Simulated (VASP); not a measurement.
Here is a VASP 6.6.1 calculation.

Contents of INCAR:

```
PREC = Accurate
ENCUT = 520
EDIFF = 1E-7
ISMEAR = -1
SIGMA = 0.15
LREAL = False
LASPH = True
NELM = 100
ALGO = Fast
ISIF = 2
LWAVE = False
LCHARG = False
GGA = PS
NBANDS = 18
```

Contents of KPOINTS:

```
regular mesh
0
Gamma
  15 15 8
```

Contents of POSCAR:

```
Sc
1.0
    3.2741126630      0.0000000029      0.0000000000
   -1.6370563340      2.8354647396      0.0000000000
    0.0000000000      0.0000000000      5.1285108931
Sc
2
Direct
    0.3333333333      0.6666666667      0.2500000000
    0.6666666667      0.3333333333      0.7500000000
```

Potentials or basis: VASP PAW PBE potentials, release 64 (Sc_sv).

Run with:

```bash
$ cat potpaw_PBE.64/Sc_sv/POTCAR > POTCAR
$ mpirun -np 1 vasp_std > vasp.out
```

Q: What does it give for the band gap on the k mesh?

A: Zero (bands 11 and 12 overlap by 1.51 eV).

Q: Predict the pressure.

A: 0.0 GPa.

Caveat: the PAW data sets were made with another functional, which shifts forces and pressure a little.
